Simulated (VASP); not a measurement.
# Na (I4/mmm) in VASP: notebook

Na is run at these levels: PBE; tasks: single point.

Everything below comes from runs of VASP 6.6.1. Logs are shortened: lines on timing, memory, paths and dates and some standing lists are left out, and cuts for length are marked.

## Step 1: The cell of the first run

Symmetry: I4/mmm, No. 139, tetragonal system. The conventional cell has a = 3.777 Å, b = 3.777 Å, c = 5.275 Å, α = 90.00°, β = 90.00°, γ = 90.00°. Within 4.9 Å of Na (site symmetry 4/mmm) lie 12 Na at 3.75 to 3.78 Å.

## Step 2: Single point, PBE

The input, INCAR:

```
  PREC = Accurate
  ENCUT = 520
  EDIFF = 1E-7
  ISMEAR = -1
  SIGMA = 0.05
  LREAL = F
  LASPH = T
  NELM = 60
  ALGO = Normal
  ISIF = 2
  LWAVE = F
  LCHARG = F
  GGA = PE
  NBANDS = 10
```

The input, KPOINTS:

```
regular mesh
0
Gamma
  10 10 10
```

The input, POSCAR:

```
Na
1.0
   -1.8882910800      1.8882910800      2.6372766800
    1.8882910800     -1.8882910800      2.6372766800
    1.8882910800      1.8882910800     -2.6372766800
Na
1
Direct
    0.0000000000      0.0000000000      0.0000000000
```

Potentials or basis: VASP PAW PBE potentials, release 64 (Na_pv).

On the command line:

```sh
cat potpaw_PBE.64/Na_pv/POTCAR > POTCAR
mpirun -np 1 vasp_std > vasp.out
```

OUTCAR:

```text
PREC = Accurate
   ENCUT = 520
   EDIFF = 1E-7
   ISMEAR = -1
   LREAL = F
   LASPH = T
   NELM = 60
   ISIF = 2
   GGA = PE

 ion  position               nearest neighbor table
   1  0.000  0.000  0.000-

  LATTYP: Found a body centered tetragonal cell.
 ALAT       =     3.7765821600
 C/A-ratio  =     1.3966473220

  Lattice vectors:

 A1 = (  -1.8882910800,   1.8882910800,   2.6372766800)
 A2 = (   1.8882910800,  -1.8882910800,   2.6372766800)
 A3 = (   1.8882910800,   1.8882910800,  -2.6372766800)

Analysis of symmetry for initial positions (statically):
=====================================================================
 Subroutine PRICEL returns:
 Original cell was already a primitive cell.

 Routine SETGRP: Setting up the symmetry group for a
 body centered tetragonal supercell.

 Subroutine GETGRP returns: Found 16 space group operations
 (whereof 16 operations were pure point group operations)
 out of a pool of 16 trial point group operations.

The static configuration has the point symmetry D_4h.

Analysis of symmetry for dynamics (positions and initial velocities):
=====================================================================
 Subroutine PRICEL returns:
 Original cell was already a primitive cell.

 Routine SETGRP: Setting up the symmetry group for a
 body centered tetragonal supercell.

 Subroutine GETGRP returns: Found 16 space group operations
 (whereof 16 operations were pure point group operations)
 out of a pool of 16 trial point group operations.

The dynamic configuration has the point symmetry D_4h.

 Subroutine INISYM returns: Found 16 space group operations
 (whereof 16 operations are pure point group operations),
 and found     1 'primitive' translations

----------------------------------------------------------------------------------------

                                     Primitive cell

  volume of cell :      37.6144

  direct lattice vectors                    reciprocal lattice vectors
    -1.888291080  1.888291080  2.637276680     0.000000000  0.264789685  0.189589512
     1.888291080 -1.888291080  2.637276680     0.264789685  0.000000000  0.189589512
     1.888291080  1.888291080 -2.637276680     0.264789685  0.264789685  0.000000000

  length of vectors
     3.753200593  3.753200593  3.753200593     0.325665105  0.325665105  0.374469164

  position of ions in fractional coordinates (direct lattice)
     0.000000000  0.000000000  0.000000000

  ion indices of the primitive-cell ions
   primitive index   ion index
                 1           1

----------------------------------------------------------------------------------------

 KPOINTS: regular mesh

Automatic generation of k-mesh.
 Grid dimensions read from file:
 generate k-points for:   10   10   10

 Generating k-lattice:

  Cartesian coordinates                     Fractional coordinates (reciprocal lattice)
     0.000000000  0.026478968  0.018958951     0.100000000  0.000000000 -0.000000000
     0.026478968  0.000000000  0.018958951     0.000000000  0.100000000 -0.000000000
     0.026478968  0.026478968  0.000000000     0.000000000  0.000000000  0.100000000

  Length of vectors
     0.032566510  0.032566510  0.037446916

  Shift w.r.t. Gamma in fractional coordinates (k-lattice)
     0.000000000  0.000000000  0.000000000

 Subroutine IBZKPT returns following result:
 ===========================================

 Found    102 irreducible k-points:

 Following reciprocal coordinates:
            Coordinates               Weight
  0.000000  0.000000  0.000000      1.000000
  0.100000 -0.000000  0.000000      8.000000
  0.200000 -0.000000  0.000000      8.000000
  0.300000 -0.000000  0.000000      8.000000
  0.400000 -0.000000  0.000000      8.000000
  0.500000 -0.000000  0.000000      4.000000
[... 16 lines left out ...]
  0.300000  0.300000  0.000000      8.000000
  0.400000  0.300000  0.000000     16.000000
 [... further k-points ...]
   k-points           NKPTS =    102   k-points in BZ     NKDIM =    102   number of bands    NBANDS=     10
   number of dos      NEDOS =    301   number of ions     NIONS =      1
   total plane-waves  NPLWV =  21952
   dimension x,y,z NGX =    28 NGY =   28 NGZ =   28
   dimension x,y,z NGXF=    56 NGYF=   56 NGZF=   56
   ions per type =               1
   NGX,Y,Z   is equivalent  to a cutoff of  12.40, 12.40, 12.40 a.u.
   NGXF,Y,Z  is equivalent  to a cutoff of  24.80, 24.80, 24.80 a.u.
 SYSTEM =  unknown system
   PREC   = accura    normal or accurate (medium, high low for compatibility)
   ISTART =      0    job   : 0-new  1-cont  2-samecut
   ICHARG =      2    charge: 1-file 2-atom 10-const
   ISPIN  =      1    spin polarized calculation?
   LNONCOLLINEAR =      F non collinear calculations
   LSORBIT =      F    spin-orbit coupling
   LASPH  =      T    aspherical Exc in radial PAW
   ENCUT  =  520.0 eV  38.22 Ry    6.18 a.u.   6.98  6.98  6.98*2*pi/ulx,y,z
   NELM   =     60;   NELMIN=  2; NELMDL= -5     # of ELM steps
   EDIFF  = 0.1E-06   stopping-criterion for ELM
   LREAL  =      F    real-space projection
   EDIFFG = 0.1E-05   stopping-criterion for IOM
   NSW    =      0    number of steps for IOM
   IBRION =     -1    ionic relax: 0-MD 1-quasi-New 2-CG
   NFREE  =      0    steps in history (QN), initial steepest desc. (CG)
   ISIF   =      2    stress and relaxation
   ISYM   =      2    0-nonsym 1-usesym 2-fastsym
   POTIM  = 0.5000    time-step for ionic-motion
   TEBEG  =    0.0;   TEEND  =   0.0 temperature during run
   PSTRESS=    0.0 pullay stress
   NELECT =       7.0000    total number of electrons
   NUPDOWN=      -1.0000    fix difference up-down
   EMIN   =  10.00;   EMAX   =-10.00  energy-range for DOS
   EFERMI =   0.00;   METHOD = LEGACY
   ISMEAR =    -1;   SIGMA  =   0.05  broadening in eV -4-tet -1-fermi 0-gaus
   EFERMI_NEDOS =   21; number of points for ismear=-14 and -15
   IALGO  =     38    algorithm
   IMIX   =      4    mixing-type and parameters
     AMIX     =   0.40;   BMIX     =  1.00
     AMIX_MAG =   1.60;   BMIX_MAG =  1.00
  volume/ion in A,a.u.               =      37.61       253.83
  Fermi-wavevector in a.u.,A,eV,Ry     =   0.934666  1.766262 11.886050  0.873600
  Thomas-Fermi vector in A             =   2.061494
   LORBIT       =      0    0 simple, 1 ext, 2 COOP (PROOUT), +10 PAW based schemes
   GGA     = PE    functional components
   LHFCALC =     F    Hartree Fock is set to
   AEXX    =    0.0000 exact exchange contribution
   IVDW    =     0    specifies the selected vdW correction
   LEPSILON=     F    determine dielectric tensor
   LRPA    =     F    only Hartree local field effects (RPA)
 non-spin polarized calculation
  energy-cutoff  :      520.00
  volume of cell :       37.61
 maximum number of plane-waves:      1025
   NGX = 13   NGY = 13   NGZ = 13

 number of electron       6.9999993 magnetization

 Free energy of the ion-electron system (eV)
  ---------------------------------------------------
  ext. energy  EPLUGINS =         0.00000000
  ---------------------------------------------------
  free energy    TOTEN  =        -1.31363357 eV

  energy without entropy =       -1.30821076  energy(sigma->0) =       -1.31092217

 E-fermi :   0.2057     XC(G=0):  -6.4640

 val. band max:        0.1914060984   @ k =   0.4000   0.1000   0.0000
 cond. band min:       0.2264083870   @ k =  -0.3000  -0.4000   0.2000
 fundamental gap:      0.0350022886
 Fermi energy:         0.2057285788

 k-point     1 :       0.0000    0.0000    0.0000
  band No.  band energies     occupation
      1     -24.6215      2.00000
      2     -24.6214      2.00000
      3     -24.6214      2.00000
      4      -2.9612      2.00000
      5      11.2803      0.00000
      6      11.2803      0.00000
      7      11.3232      0.00000
      8      12.3825      0.00000
      9      12.8244      0.00000
     10      12.8251      0.00000

 k-point     2 :       0.1000   -0.0000    0.0000
  band No.  band energies     occupation
      1     -24.6246      2.00000
      2     -24.6219      2.00000
      3     -24.6218      2.00000
      4      -2.7964      2.00000
      5       9.2858      0.00000
      6      10.9630      0.00000
      7      11.0125      0.00000
      8      12.3105      0.00000
      9      13.3795      0.00000
     10      13.3982      0.00000

 k-point     3 :       0.2000   -0.0000    0.0000
  band No.  band energies     occupation
      1     -24.6329      2.00000
      2     -24.6231      2.00000
      3     -24.6230      2.00000
      4      -2.3052      2.00000
      5       6.8888      0.00000
      6      10.5353      0.00000
      7      10.6172      0.00000
      8      11.8206      0.00000
      9      13.3615      0.00000
     10      13.5983      0.00000

 k-point     4 :       0.3000   -0.0000    0.0000
  band No.  band energies     occupation
      1     -24.6432      2.00000
      2     -24.6246      2.00000
      3     -24.6243      2.00000
      4      -1.4964      2.00000
      5       4.6887      0.00000
      6      10.2845      0.00000
      7      10.3987      0.00000
      8      11.5037      0.00000
      9      12.3103      0.00000
     10      12.5389      0.00000
[... 222 lines left out ...]
 k-point    22 :      -0.2000    0.2000    0.0000
  band No.  band energies     occupation
      1     -24.6324      2.00000
      2     -24.6258      2.00000
      3     -24.6253      2.00000
      4      -2.0955      2.00000
      5       8.4287      0.00000
      6       8.9987      0.00000
      7       9.0161      0.00000
      8       9.5688      0.00000
      9      11.4904      0.00000
     10      16.6330      0.00000

 k-point    23 :       0.3000    0.3000    0.0000
  band No.  band energies     occupation
      1     -24.6455      2.00000
      2     -24.6402      2.00000
      3     -24.6279      2.00000
      4       0.8682      0.00000
      5       3.5481      0.00000
      6       4.3776      0.00000
      7       8.8454      0.00000
      8       9.6233      0.00000
      9      15.0529      0.00000
     10      15.8779      0.00000

 k-point    24 :       0.4000    0.3000    0.0000
  band No.  band energies     occupation
      1     -24.6470      2.00000
      2     -24.6400      2.00000
      3     -24.6298      2.00000
      4       2.0100      0.00000
      5       2.4406      0.00000
      6       4.3879      0.00000
      7       8.2555      0.00000
      8       8.9226      0.00000
      9      14.5969      0.00000
     10      15.7593      0.00000

 [... further k-points ...]
[... 5 lines left out ...]
  --------------------------------------------------------------------------------------
  -------------------------------------------------------------------------------------
  Total       -0.0237544     -0.0237544     -0.0342307      0.0000000      0.0000000      0.0000000
  in kB       -1.0118134     -1.0118134     -1.4580495      0.0000000      0.0000000      0.0000000
  external PRESSURE =      -1.1605587 kB  Pullay stress =       0.0000000 kB

 VOLUME and BASIS-vectors are now :
 -----------------------------------------------------------------------------
  energy-cutoff  :      520.00
  volume of cell :       37.61
      direct lattice vectors                 reciprocal lattice vectors
    -1.888291080  1.888291080  2.637276680     0.000000000  0.264789685  0.189589512
     1.888291080 -1.888291080  2.637276680     0.264789685  0.000000000  0.189589512
     1.888291080  1.888291080 -2.637276680     0.264789685  0.264789685  0.000000000

 POSITION                                       TOTAL-FORCE (eV/Angst)
 -----------------------------------------------------------------------------------
      0.00000      0.00000      0.00000         0.000000     -0.000000      0.000000
 -----------------------------------------------------------------------------------
    total drift:                               -0.000000     -0.000000     -0.000000

  FREE ENERGIE OF THE ION-ELECTRON SYSTEM (eV)
  ---------------------------------------------------
  free  energy   TOTEN  =        -1.3136335712 eV

  energy  without entropy=       -1.3082107605  energy(sigma->0) =       -1.31092217
```

It took 18 s on 1 thread of Intel Xeon Platinum 8259CL at 2.50GHz (Skylake/Cascade Lake), shared host; peak memory 0.16 GiB.

What came out:

```yaml
Free_energy: -1.3136 eV
Pressure: -0.1 GPa
```

Levels at points of the mesh, in eV from the Fermi level:
```csv
k point,band 1,band 2,band 3,band 4,band 5,band 6,band 7,band 8,band 9
"(0.00, 0.00, 0.00)",-24.83,-24.83,-24.83,-3.17,11.07,11.07,11.12,12.18,12.62
"(0.50, 0.00, 0.00)",-24.86,-24.83,-24.83,0.64,1.03,10.05,10.21,11.06,11.10
"(0.50, 0.50, 0.00)",-24.86,-24.84,-24.84,1.79,2.33,6.35,7.19,7.20,9.09
"(0.50, 0.50, 0.50)",-24.86,-24.84,-24.84,1.92,2.46,6.24,7.06,7.06,8.98
```

## Step 3: Single point, PBE (volume scaled by 1.04)

The input, INCAR:

```
  PREC = Accurate
  ENCUT = 520
  EDIFF = 1E-6
  ISMEAR = -1
  SIGMA = 0.05
  LREAL = False
  LASPH = True
  NELM = 60
  ALGO = Fast
  ISIF = 2
  LWAVE = False
  LCHARG = False
  GGA = PE
  NBANDS = 10
```

The input, KPOINTS:

```
Automatic mesh
0
Gamma
  10 10 10
```

The input, POSCAR:

```
Na
1.0
   -1.9131398649      1.9131398649      2.6719816688
    1.9131398649     -1.9131398649      2.6719816688
    1.9131398649      1.9131398649     -2.6719816688
Na
1
Direct
    0.0000000000      0.0000000000      0.0000000000
```

Potentials or basis: VASP PAW PBE potentials, release 64 (Na_pv).

On the command line:

```sh
cat potpaw_PBE.64/Na_pv/POTCAR > POTCAR
mpirun -np 1 vasp_std > vasp.out
```

OUTCAR:

```text
PREC = Accurate
   ENCUT = 520
   EDIFF = 1E-6
   ISMEAR = -1
   LREAL = False
   LASPH = True
   NELM = 60
   ISIF = 2
   GGA = PE

 ion  position               nearest neighbor table
   1  0.000  0.000  0.000-

  LATTYP: Found a body centered tetragonal cell.
 ALAT       =     3.8262797298
 C/A-ratio  =     1.3966473219

  Lattice vectors:

 A1 = (  -1.9131398649,   1.9131398649,   2.6719816688)
 A2 = (   1.9131398649,  -1.9131398649,   2.6719816688)
[... 482 lines left out ...]
      1     -24.7831      2.00000
      2     -24.7771      2.00000
      3     -24.7682      2.00000
      4       1.8733      0.00000
      5       2.2689      0.00000
      6       4.1732      0.00000
      7       7.9413      0.00000
      8       8.5842      0.00000
      9      14.1187      0.00000
     10      15.2800      0.00000

 [... further k-points ...]
[... 5 lines left out ...]
  --------------------------------------------------------------------------------------
  -------------------------------------------------------------------------------------
  Total       -0.1087578     -0.1087578     -0.1176086      0.0000000      0.0000000      0.0000000
  in kB       -4.4543472     -4.4543472     -4.8168465      0.0000000      0.0000000      0.0000000
  external PRESSURE =      -4.5751803 kB  Pullay stress =       0.0000000 kB

 VOLUME and BASIS-vectors are now :
 -----------------------------------------------------------------------------
  energy-cutoff  :      520.00
  volume of cell :       39.12
      direct lattice vectors                 reciprocal lattice vectors
    -1.913139865  1.913139865  2.671981669     0.000000000  0.261350469  0.187127032
     1.913139865 -1.913139865  2.671981669     0.261350469  0.000000000  0.187127032
     1.913139865  1.913139865 -2.671981669     0.261350469  0.261350469  0.000000000

 POSITION                                       TOTAL-FORCE (eV/Angst)
 -----------------------------------------------------------------------------------
      0.00000      0.00000      0.00000         0.000000      0.000000      0.000000
 -----------------------------------------------------------------------------------
    total drift:                               -0.000000     -0.000000     -0.000000

  FREE ENERGIE OF THE ION-ELECTRON SYSTEM (eV)
  ---------------------------------------------------
  free  energy   TOTEN  =        -1.3113422713 eV

  energy  without entropy=       -1.3058709843  energy(sigma->0) =       -1.30860663
```

OSZICAR:

```text
N       E                     dE             d eps       ncg     rms          rms(c)
DAV:   1     0.261310863694E+02    0.26131E+02   -0.38190E+03  2040   0.575E+02
DAV:   2    -0.760976661883E+00   -0.26892E+02   -0.26753E+02  2108   0.140E+02
DAV:   3    -0.130692904413E+01   -0.54595E+00   -0.54538E+00  2450   0.221E+01
DAV:   4    -0.131181817597E+01   -0.48891E-02   -0.48886E-02  2404   0.211E+00
DAV:   5    -0.131189633894E+01   -0.78163E-04   -0.78162E-04  2340   0.262E-01    0.200E-01
RMM:   6    -0.131157807378E+01    0.31827E-03   -0.23290E-04  2727   0.161E-01    0.135E-01
RMM:   7    -0.131133883173E+01    0.23924E-03   -0.54973E-04  2765   0.216E-01    0.159E-02
RMM:   8    -0.131133876583E+01    0.65906E-07   -0.13054E-04  2826   0.198E-01    0.408E-03
RMM:   9    -0.131134157492E+01   -0.28091E-05   -0.26320E-05  3018   0.565E-02    0.256E-03
RMM:  10    -0.131134227126E+01   -0.69634E-06   -0.74647E-06  2845   0.451E-02
   1 F= -.13113423E+01 E0= -.13086066E+01  d E =-.547129E-02
```

stdout:

```text
POSCAR found type information on POSCAR Na
 POSCAR found :  1 types and       1 ions
 scaLAPACK will be used
 LDA part: xc-table for (Slater+PW92), standard interpolation
 POSCAR, INCAR and KPOINTS ok, starting setup
 FFT: planning ... GRIDC
 FFT: planning ... GRID_SOFT
 FFT: planning ... GRID
 WAVECAR not read
 entering main loop
```

It took 21 s on 1 thread of Intel Xeon Platinum 8259CL at 2.50GHz (Skylake/Cascade Lake), shared host; peak memory 0.16 GiB.

What came out:

```
Free energy : -1.3113 eV
Pressure    : -0.5 GPa
```

## Step 4: Single point, PBE (volume scaled by 1.06)

The input, INCAR:

```
SYSTEM = Na
ALGO = Normal
EDIFF = 1E-7
ENCUT = 520
GGA = PE
ISIF = 2
ISMEAR = -1
LASPH = .True.
LCHARG = .True.
LELF = .True.
LREAL = .False.
LVHAR = .True.
LWAVE = .False.
NBANDS = 10
NELM = 100
PREC = Accurate
SIGMA = 0.05
```

The input, KPOINTS:

```
k-points
0
Gamma
  10 10 10
  0 0 0
```

The input, POSCAR:

```
Na
1.0
   -1.9253257976      1.9253257976      2.6890011192
    1.9253257976     -1.9253257976      2.6890011192
    1.9253257976      1.9253257976     -2.6890011192
Na
1
Direct
    0.0000000000      0.0000000000      0.0000000000
```

On the command line:

```sh
cat potpaw_PBE.64/Na_pv/POTCAR > POTCAR
mpirun -np 1 vasp_std > vasp.out
```

Run time: 20 s. Hardware: 1 thread of Intel Xeon Platinum 8259CL at 2.50GHz (Skylake/Cascade Lake), shared host; peak memory 0.16 GiB.

It converged, with:

```yaml
Free_energy: -1.3093 eV
Pressure: -0.5 GPa
```

Levels at points of the mesh, in eV from the Fermi level:
| k point | band 2 | band 3 | band 4 | band 5 | band 6 | band 7 |
| --- | --- | --- | --- | --- | --- | --- |
| (0.00, 0.00, 0.00) | -24.88 | -24.88 | -3.05 | 10.73 | 10.73 | 10.77 |
| (0.50, 0.00, 0.00) | -24.88 | -24.88 | 0.63 | 0.97 | 9.74 | 9.90 |
| (0.50, 0.50, 0.00) | -24.89 | -24.89 | 1.73 | 2.25 | 6.18 | 6.91 |
| (0.50, 0.50, 0.50) | -24.89 | -24.89 | 1.85 | 2.38 | 6.07 | 6.78 |

## Step 5: Overview

| cell | gap on the mesh (eV) | pressure (GPa) |
| --- | --- | --- |
| a = 3.753 Å, angles 119.6, 119.6, 90.7°, 1 atom | none | -0.1 |
| a = 3.803 Å, angles 119.6, 119.6, 90.7°, 1 atom | none | -0.5 |
| a = 3.827 Å, angles 119.6, 119.6, 90.7°, 1 atom | none | -0.5 |

Alike in all rows: task single point; level PBE; potentials or basis VASP PAW PBE potentials, release 64 (Na_pv); no spin polarisation; k mesh 10 × 10 × 10; cutoff (eV) 520; smearing fermi-dirac 0.05 eV.

Total energies depend on the potentials used, so only differences within one code and one set of settings carry meaning.
